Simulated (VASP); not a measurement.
# InP (Fm-3m) in VASP: notebook

The runs below take InP through vibrations by perturbation theory, with PBE.

Program: VASP 6.6.1. These are calculated values, not measurements. Logs are shortened: lines on timing, memory, paths and dates and some standing lists are left out, and cuts for length are marked.

## 1. The cell of the first run

The structure is cubic, space group Fm-3m (No. 225). Conventional cell: a = 5.475 Å, b = 5.475 Å, c = 5.475 Å, α = 90.00°, β = 90.00°, γ = 90.00°. Within 3.6 Å of In (site symmetry m-3m) lie 6 P at 2.74 Å. P (site symmetry m-3m) has 6 In at 2.74 Å within 3.6 Å.

## 2. Vibrations by perturbation theory, PBE

The input, INCAR:

```
SYSTEM = InP
PREC = Accurate
ENCUT = 520
EDIFF = 1E-8
ISMEAR = -1
SIGMA = 0.15
LREAL = .False.
LASPH = .True.
NELM = 80
ALGO = Normal
ISIF = 2
LWAVE = .False.
LCHARG = .False.
GGA = PE
IBRION = 8
NSW = 1
```

The input, KPOINTS:

```
regular mesh
0
Gamma
  14 14 14
  0 0 0
```

The input, POSCAR:

```
InP
1.0
    0.0000000000      2.7375154105      2.7375154105
    2.7375154105      0.0000000000      2.7375154105
    2.7375154105      2.7375154105      0.0000000000
In P
1 1
Direct
    0.0000000000      0.0000000000      0.0000000000
    0.5000000000      0.5000000000      0.5000000000
```

Potentials or basis: VASP PAW PBE potentials, release 64 (In_d, P).

On the command line:

```sh
$ cat potpaw_PBE.64/In_d/POTCAR potpaw_PBE.64/P/POTCAR > POTCAR
$ mpirun -np 1 vasp_std > vasp.out
```

OUTCAR:

```text
SYSTEM = InP
   PREC = Accurate
   ENCUT = 520
   EDIFF = 1E-8
   ISMEAR = -1
   LREAL = .False.
   LASPH = .True.
   NELM = 80
   ISIF = 2
   GGA = PE
   IBRION = 8
   NSW = 1

 ion  position               nearest neighbor table
   1  0.000  0.000  0.000-   2 2.74   2 2.74   2 2.74   2 2.74   2 2.74   2 2.74
   2  0.500  0.500  0.500-   1 2.74   1 2.74   1 2.74   1 2.74   1 2.74   1 2.74

  LATTYP: Found a face centered cubic cell.
 ALAT       =     5.4750308210

  Lattice vectors:

 A1 = (   0.0000000000,   2.7375154105,   2.7375154105)
 A2 = (   2.7375154105,   0.0000000000,   2.7375154105)
 A3 = (   2.7375154105,   2.7375154105,   0.0000000000)

Analysis of symmetry for initial positions (statically):
=====================================================================
 Subroutine PRICEL returns:
 Original cell was already a primitive cell.

 Routine SETGRP: Setting up the symmetry group for a
 face centered cubic supercell.

 Subroutine GETGRP returns: Found 48 space group operations
 (whereof 48 operations were pure point group operations)
 out of a pool of 48 trial point group operations.

The static configuration has the point symmetry O_h .

Analysis of symmetry for dynamics (positions and initial velocities):
=====================================================================
 Subroutine PRICEL returns:
 Original cell was already a primitive cell.

 Routine SETGRP: Setting up the symmetry group for a
 face centered cubic supercell.

 Subroutine GETGRP returns: Found 48 space group operations
 (whereof 48 operations were pure point group operations)
 out of a pool of 48 trial point group operations.

The dynamic configuration has the point symmetry O_h .

 Subroutine INISYM returns: Found 48 space group operations
 (whereof 48 operations are pure point group operations),
 and found     1 'primitive' translations

----------------------------------------------------------------------------------------

                                     Primitive cell

  volume of cell :      41.0298

  direct lattice vectors                    reciprocal lattice vectors
     0.000000000  2.737515410  2.737515410    -0.182647374  0.182647374  0.182647374
     2.737515410  0.000000000  2.737515410     0.182647374 -0.182647374  0.182647374
     2.737515410  2.737515410  0.000000000     0.182647374  0.182647374 -0.182647374

  length of vectors
     3.871431421  3.871431421  3.871431421     0.316354531  0.316354531  0.316354531

  position of ions in fractional coordinates (direct lattice)
     0.000000000  0.000000000  0.000000000
     0.500000000  0.500000000  0.500000000

  ion indices of the primitive-cell ions
   primitive index   ion index
                 1           1
                 2           2

----------------------------------------------------------------------------------------

 KPOINTS: regular mesh

Automatic generation of k-mesh.
 Grid dimensions read from file:
 generate k-points for:   14   14   14

 Generating k-lattice:

  Cartesian coordinates                     Fractional coordinates (reciprocal lattice)
    -0.013046241  0.013046241  0.013046241     0.071428571  0.000000000  0.000000000
     0.013046241 -0.013046241  0.013046241     0.000000000  0.071428571  0.000000000
     0.013046241  0.013046241 -0.013046241     0.000000000  0.000000000  0.071428571

  Length of vectors
     0.022596752  0.022596752  0.022596752

  Shift w.r.t. Gamma in fractional coordinates (k-lattice)
     0.000000000  0.000000000  0.000000000

 Subroutine IBZKPT returns following result:
 ===========================================

 Found    104 irreducible k-points:

 Following reciprocal coordinates:
            Coordinates               Weight
  0.000000  0.000000  0.000000      1.000000
  0.071429  0.000000  0.000000      8.000000
  0.142857  0.000000  0.000000      8.000000
  0.214286  0.000000  0.000000      8.000000
  0.285714  0.000000  0.000000      8.000000
  0.357143  0.000000  0.000000      8.000000
[... 16 lines left out ...]
  0.214286  0.142857  0.000000     24.000000
  0.285714  0.142857  0.000000     24.000000
 [... further k-points ...]
   k-points           NKPTS =    104   k-points in BZ     NKDIM =    104   number of bands    NBANDS=     13
[... 16 lines left out ...]
   NELM   =     80;   NELMIN=  2; NELMDL= -5     # of ELM steps
   EDIFF  = 0.1E-07   stopping-criterion for ELM
   LREAL  =      F    real-space projection
   EDIFFG = 0.1E-06   stopping-criterion for IOM
   NSW    =      1    number of steps for IOM
   IBRION =      8    ionic relax: 0-MD 1-quasi-New 2-CG
   NFREE  =      0    steps in history (QN), initial steepest desc. (CG)
   ISIF   =      2    stress and relaxation
   ISYM   =      2    0-nonsym 1-usesym 2-fastsym
   POTIM  = 0.5000    time-step for ionic-motion
   TEBEG  =    0.0;   TEEND  =   0.0 temperature during run
   PSTRESS=    0.0 pullay stress
   NELECT =      18.0000    total number of electrons
   NUPDOWN=      -1.0000    fix difference up-down
   EMIN   =  10.00;   EMAX   =-10.00  energy-range for DOS
   EFERMI =   0.00;   METHOD = LEGACY
   ISMEAR =    -1;   SIGMA  =   0.15  broadening in eV -4-tet -1-fermi 0-gaus
   EFERMI_NEDOS =   21; number of points for ismear=-14 and -15
   IALGO  =     38    algorithm
   IMIX   =      4    mixing-type and parameters
     AMIX     =   0.40;   BMIX     =  1.00
     AMIX_MAG =   1.60;   BMIX_MAG =  1.00
  volume/ion in A,a.u.               =      20.51       138.44
  Fermi-wavevector in a.u.,A,eV,Ry     =   1.243939  2.350704 21.053442  1.547384
  Thomas-Fermi vector in A             =   2.378228
   LORBIT       =      0    0 simple, 1 ext, 2 COOP (PROOUT), +10 PAW based schemes
   GGA     = PE    functional components
   LHFCALC =     F    Hartree Fock is set to
   AEXX    =    0.0000 exact exchange contribution
   IVDW    =     0    specifies the selected vdW correction
   LEPSILON=     F    determine dielectric tensor
   LRPA    =     F    only Hartree local field effects (RPA)
 non-spin polarized calculation
  energy-cutoff  :      520.00
  volume of cell :       41.03
 maximum number of plane-waves:      1123
 NGX is ok and might be reduce to    30
   NGX = 15   NGY = 15   NGZ = 15

--------------------------------------- Ionic step        1  -------------------------------------------

 number of electron      18.0000001 magnetization

 Free energy of the ion-electron system (eV)
  ---------------------------------------------------
  ext. energy  EPLUGINS =         0.00000000
  ---------------------------------------------------
  free energy    TOTEN  =        -7.93996525 eV

  energy without entropy =       -7.87198633  energy(sigma->0) =       -7.90597579

 E-fermi :   7.4930     XC(G=0): -10.5548

 val. band max:        7.4791460851   @ k =  -0.1429   0.0714   0.0000
 cond. band min:       7.5542096037   @ k =  -0.4286   0.0714   0.0000
 fundamental gap:      0.0750635186
 Fermi energy:         7.4929805355

 k-point     1 :       0.0000    0.0000    0.0000
  band No.  band energies     occupation
      1      -6.7896      2.00000
      2      -6.7896      2.00000
      3      -6.7674      2.00000
      4      -6.7674      2.00000
      5      -6.7674      2.00000
      6      -4.8080      2.00000
      7       7.1536      1.81151
      8       7.1536      1.81151
      9       7.1536      1.81151
     10       8.2693      0.01124
     11      14.5708      0.00000
     12      14.5708      0.00000
     13      14.5708      0.00000
[... 354 lines left out ...]
  band No.  band energies     occupation
      1      -6.8813      2.00000
      2      -6.7923      2.00000
      3      -6.7821      2.00000
      4      -6.7239      2.00000
      5      -6.7082      2.00000
      6      -3.8251      2.00000
      7       3.6625      2.00000
      8       6.4203      1.99843
      9       6.7352      1.98729
     10       9.8467      0.00000
     11      12.0998      0.00000
     12      13.1640      0.00000
     13      14.0041      0.00000

 [... further k-points ...]

------------------------ aborting loop because EDIFF is reached ----------------------------------------

  FORCE on cell =-STRESS in cart. coord.  units (eV):
  Direction    XX          YY          ZZ          XY          YZ          ZX
  --------------------------------------------------------------------------------------
  -------------------------------------------------------------------------------------
  Total        0.7598001      0.7598001      0.7598001     -0.0000000      0.0000000     -0.0000000
  in kB       29.6695010     29.6695010     29.6695010     -0.0000000      0.0000000     -0.0000000
  external PRESSURE =      29.6695010 kB  Pullay stress =       0.0000000 kB

 VOLUME and BASIS-vectors are now :
 -----------------------------------------------------------------------------
  energy-cutoff  :      520.00
  volume of cell :       41.03
      direct lattice vectors                 reciprocal lattice vectors
     0.000000000  2.737515410  2.737515410    -0.182647374  0.182647374  0.182647374
     2.737515410  0.000000000  2.737515410     0.182647374 -0.182647374  0.182647374
     2.737515410  2.737515410  0.000000000     0.182647374  0.182647374 -0.182647374

 POSITION                                       TOTAL-FORCE (eV/Angst)
 -----------------------------------------------------------------------------------
      0.00000      0.00000      0.00000         0.000000     -0.000000     -0.000000
      2.73752      2.73752      2.73752        -0.000000      0.000000      0.000000
 -----------------------------------------------------------------------------------
    total drift:                               -0.000000      0.000000      0.000000

  FREE ENERGIE OF THE ION-ELECTRON SYSTEM (eV)
  ---------------------------------------------------
  free  energy   TOTEN  =        -7.9399652506 eV

  energy  without entropy=       -7.8719863307  energy(sigma->0) =       -7.90597579

[... ionic steps 2 to 3 ...]

--------------------------------------- Ionic step        4  -------------------------------------------

------------------------ aborting loop because EDIFF is reached ----------------------------------------

[... ionic steps 5 to 6 ...]

--------------------------------------- Ionic step        7  -------------------------------------------

 Free energy of the ion-electron system (eV)
  ---------------------------------------------------
  ---------------------------------------------------
  free energy    TOTEN  =        -0.04765515 eV

  energy without entropy =       -0.04765515

------------------------ aborting loop because EDIFF is reached ----------------------------------------

 INTERNAL STRAIN TENSOR  FOR ION    2  DIRECTION 1   (eV/Angst):
 -----------------------------------------------------------------------------
    -0.04843  0.00000 -0.00000
     0.00000  0.03309  0.00000
    -0.00000  0.00000  0.03309

 INTERNAL STRAIN TENSOR FOR ION    2 for displacements in x,y,z  (eV/Angst):
          X           Y           Z          XY          YZ          ZX
  --------------------------------------------------------------------------------
  x     0.00000     0.00000     0.00000     0.00000     0.00000     0.00000
  y     0.00000     0.00000     0.00000     0.00000     0.00000     0.00000
  z     0.00000     0.00000     0.00000     0.00000     0.00000     0.00000

 SECOND DERIVATIVES (NOT SYMMETRIZED)
 ------------------------------------
               1X          1Y          1Z          2X          2Y          2Z
  1X    -2.646434    0.000000    0.000000    2.646434    0.000000    0.000000
  1Y     0.000000   -2.646434    0.000000    0.000000    2.646434    0.000000
  1Z     0.000000    0.000000   -2.646434    0.000000    0.000000    2.646434
  2X     2.629836    0.000000    0.000000   -2.629836    0.000000    0.000000
  2Y     0.000000    2.629836    0.000000    0.000000   -2.629836    0.000000
  2Z     0.000000    0.000000    2.629836    0.000000    0.000000   -2.629836

 Eigenvectors and eigenvalues of the dynamical matrix
 ----------------------------------------------------

   1 f  =    5.136518 THz    32.273693 2PiTHz  171.335792 cm-1    21.242921 meV
             X         Y         Z           dx          dy          dz
      0.000000  0.000000  0.000000    -0.462067    0.000000    0.000000
      2.737515  2.737515  2.737515     0.886845    0.000000    0.000000
[... 21 lines left out ...]
   6 f/i=    0.006621 THz     0.041603 2PiTHz    0.220865 cm-1     0.027384 meV
             X         Y         Z           dx          dy          dz
      0.000000  0.000000  0.000000     0.627094   -0.623551   -0.066566
      2.737515  2.737515  2.737515     0.326731   -0.324885   -0.034682

--------------------------------------------------------------------------------------------------------

 ELASTIC MODULI CONTR FROM IONIC RELAXATION (kBar)
 Direction    XX          YY          ZZ          XY          YZ          ZX
 --------------------------------------------------------------------------------
 XX           0.0000      0.0000      0.0000      0.0000      0.0000      0.0000
 YY           0.0000      0.0000      0.0000      0.0000      0.0000      0.0000
 ZZ           0.0000      0.0000      0.0000      0.0000      0.0000      0.0000
 XY           0.0000      0.0000      0.0000      0.0000      0.0000      0.0000
 YZ           0.0000      0.0000      0.0000      0.0000      0.0000      0.0000
 ZX           0.0000      0.0000      0.0000      0.0000      0.0000      0.0000
 --------------------------------------------------------------------------------
```

Wall time 12 min (1 thread of Intel Xeon 8259CL, shared host); peak memory 0.42 GiB.

What came out:

```
Highest phonon frequency at Γ, LO-TO splitting left out : 171 cm⁻¹
```

Phonon frequencies in cm⁻¹ (negative: imaginary):
```tsv
q point	frequencies
(0.000, 0.000, 0.000)	0 0 0 171 171 171
```

Caveat: the cell stands under pressure or tension, which shifts response properties; spin-orbit coupling is left out, which moves the levels of the heavy elements.

(Part 1 of 3 ends here.)
